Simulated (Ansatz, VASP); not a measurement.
One calculation of CdSe, two programs

```
Cd Se
1.0
     0.00000    2.84275    2.84275
     2.84275    0.00000    2.84275
     2.84275    2.84275    0.00000
Cd Se
1 1
Direct
  0.00000 0.00000 0.00000
  0.50000 0.50000 0.50000
```

Alike in both runs: functional r2SCAN; k mesh 12 × 12 × 12; occupations fermi-dirac, width 0.05 eV; no spin polarisation.

Ansatz relaxed the structure, and its values are those at the end. VASP's run is a single point on that final structure, the one shown.

|  | VASP | Ansatz |
| --- | --- | --- |
| version | VASP 6.6.1 | Ansatz 0.2.0 |
| potentials or method | VASP PAW PBE potentials, release 64 (Cd, Se) | PAW with Ansatz's default frozen-core files, scalar-relativistic |
| plane-wave cutoff (eV) | 520 | 500 |
| valence electrons in the cell | 18 | 36 |

|  | VASP | Ansatz | Ansatz less VASP |
| --- | --- | --- | --- |
| pressure (GPa) | 0.4 | 0.0 | -0.38 |

VASP's potentials were made for PBE, not for r2SCAN. VASP's potentials hold 18 valence electrons a cell and Ansatz's 36, so a difference there can come from the potentials and not from the codes.
